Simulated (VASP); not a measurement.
# HfO2: single point with r2SCAN

The system is HfO2.

```xyz
3
Lattice="0.0000 2.5575 2.5575 2.3657 0.0000 2.5575 2.3657 2.5575 0.0000" Properties=species:S:1:pos:R:3 pbc="T T T"
Hf    0.0000    0.0000    0.0000
O     1.1828    1.2788    1.2788
O     3.5485    3.8363    3.8363
```

This cell differs from its parent crystal: strain -0.0750 x Voigt [1, 0, 0, 0, 0, 0].

| Property | Result |
| --- | --- |
| Program | VASP 6.6.1 |
| Task | single point |
| Functional | r2SCAN |
| Potentials or basis | VASP PAW PBE potentials, release 64 (Hf_pv, O) |
| Cutoff | 520 eV |
| k mesh | 8 × 8 × 8 |
| Occupations | gaussian, width 0.05 eV |
| Spin | no spin polarisation |
| Dipole correction | no |
| Further INCAR settings | ALGO = Normal; EDIFF = 1e-07; NBANDS = 18 |

```yaml
Pressure: 9.2 GPa
Band_gap_on_the_k_mesh: 3.38 eV, indirect (least direct gap 3.67 eV)
```

Stress tensor (GPa, compression positive):
```
36.81  0.00  0.00
 0.00 -4.63  0.00
 0.00  0.00 -4.63
```

Levels at points of the mesh, in eV from the valence-band top:
| k point | band 9 | band 10 | band 11 | band 12 | band 13 | band 14 |
| --- | --- | --- | --- | --- | --- | --- |
| (0.00, 0.00, 0.00) | -1.70 | -1.70 | -0.53 | 3.38 | 3.91 | 6.53 |
| (0.50, 0.00, 0.00) | -3.61 | -2.66 | -2.54 | 4.44 | 4.78 | 7.15 |
| (0.50, 0.50, 0.00) | -2.92 | -1.38 | -0.93 | 3.52 | 5.78 | 6.51 |
| (0.00, 0.50, 0.50) | -2.53 | -2.53 | 0.00 | 3.67 | 5.61 | 7.75 |

Wall time 7.1 min on 1 thread of AMD EPYC 7R13, with other jobs on the host, peak memory 0.16 GiB.

Caveat: the cell differs from its parent crystal (strain -0.0750 x Voigt [1, 0, 0, 0, 0, 0]); the PAW data sets were made with another functional, which shifts forces and pressure a little; spin-orbit coupling is left out, which moves the levels of the heavy elements. A k mesh can miss the band edges.
